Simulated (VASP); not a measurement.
Input of a VASP 6.6.1 run:

File INCAR:

```
PREC = Accurate
ENCUT = 520
EDIFF = 1E-8
ISMEAR = -1
SIGMA = 0.03
LREAL = F
LASPH = T
NELM = 60
ALGO = Normal
ISIF = 2
LWAVE = F
LCHARG = F
LEFG = T
NBANDS = 16
```

File KPOINTS:

```
Automatic mesh
0
Gamma
  6 6 5
```

Contents of POSCAR:

```
Se
1.0
    4.3515971644      0.0000000000      0.0000000000
   -2.1757985822      3.7685936915      0.0000000000
    0.0000000000      0.0000000000      4.9370326522
Se
3
Direct
    0.2254000000      0.0000000000      0.3333333333
    0.0000000000      0.2254000000      0.6666666667
    0.7746000000      0.7746000000      0.0000000000
```

Potentials or basis: VASP PAW LDA potentials, release 64 (Se).

Launch:

```sh
$ cat potpaw_LDA.64/Se/POTCAR > POTCAR
$ mpirun -np 1 vasp_std > vasp.out
```

(1) Predict the pressure.

(2) Estimate the largest force.

## Answers

(1) -0.5 GPa.

(2) 0.366 eV/Å.

Caveat: without QUAD_EFG the Cq values of the log hold for a quadrupole moment of 1 mb, not for the nuclei.
